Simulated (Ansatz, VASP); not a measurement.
## One calculation of TiC, two programs

File INCAR:

```
  ALGO = Normal
  EDIFF = 1E-7
  ENCUT = 520
  GGA = PE
  ISIF = 2
  ISMEAR = -1
  LASPH = True
  LCHARG = True
  LELF = True
  LREAL = False
  LVHAR = True
  LWAVE = False
  NBANDS = 24
  NELM = 60
  PREC = Accurate
  SIGMA = 0.05
```

KPOINTS

```
k-points
0
Gamma
  10 10 6
```

Contents of POSCAR:

```
TiC
1.0
    3.0417344969      0.0000000000      0.0000000000
   -1.5208672485      2.6342193459      0.0000000000
    0.0000000000      0.0000000000      5.3801147480
Ti C
2 2
Direct
    0.0000000000      0.0000000000      0.0000000000
    0.0000000000      0.0000000000      0.5000000000
    0.3333333333      0.6666666667      0.2500000000
    0.6666666667      0.3333333333      0.7500000000
```

Input for Ansatz:

```yaml
crystal:
  lattice:
    - [3.0417344969, 0.0, 0.0]
    - [-1.5208672485, 2.6342193459, 0.0]
    - [0.0, 0.0, 5.380114748]
  atoms:
    - { symbol: Ti, position: [0.0, 0.0, 0.0] }
    - { symbol: Ti, position: [0.0, 0.0, 0.5] }
    - { symbol: C, position: [0.3333333333, 0.6666666667, 0.25] }
    - { symbol: C, position: [0.6666666667, 0.3333333333, 0.75] }
kpoints:
  mp_grid: { grid: [10, 10, 6] }
scf:
  occupations: { method: fermi_dirac, width: 0.05 }
hamiltonian:
  xc: pbe
  pseudopotentials: { kind: all_electron, lapw: { basis_error: 0.0005 } }
output:
  forces: true
  stress: true
  eigenvalues: true
  populations: true
```

Alike in both runs: task single point; functional PBE; k mesh 10 × 10 × 6; occupations fermi-dirac, width 0.05 eV; no spin polarisation.

```csv
,VASP,Ansatz
version,VASP 6.6.1,Ansatz 0.2.0
potentials or method,"VASP PAW PBE potentials, release 64 (Ti_sv, C), cutoff 520 eV","all-electron LAPW, scalar-relativistic"
```

VASP gave:

| Quantity | Value |
| --- | --- |
| pressure (GPa) | 0.2 |

**Question.** What did Ansatz give for the same quantities?

**Answer.** Pressure (GPa): 0.0.

Ansatz ran all-electron here, and VASP with PAW potentials.
